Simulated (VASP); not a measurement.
Sc:

```
Sc
1.0
     3.32807    0.00000    0.00000
    -1.66404    2.88219    0.00000
     0.00000    0.00000    5.21215
Sc
2
Direct
  0.33333 0.66667 0.25000
  0.66667 0.33333 0.75000
```

Base run:

| Item | Value |
| --- | --- |
| Program | VASP 6.6.1 |
| Functional | r2SCAN |
| Potentials or basis | VASP PAW PBE potentials, release 64 (Sc_sv) |
| Cutoff | 520 eV |
| k mesh | 9 × 9 × 5 |
| Occupations | fermi-dirac, width 0.1 eV |
| Spin | no spin polarisation |

Its results: band gap on the k mesh zero (bands 11 and 12 overlap by 1.27 eV); pressure 0.2 GPa.

Task: After a change of settings the same cell gave: band gap on the k mesh zero (bands 11 and 12 overlap by 0.84 eV); pressure -6.9 GPa. Which change was it?
A. k mesh from 9 × 9 × 5 to 3 × 3 × 2
B. k mesh from 9 × 9 × 5 to 5 × 5 × 3
C. k mesh from 9 × 9 × 5 to 11 × 11 × 6
D. k mesh from 9 × 9 × 5 to 2 × 2 × 1

Result: D.

Caveats: some runs use coarse meshes; the PAW data sets were made with another functional, which shifts forces and pressure a little.
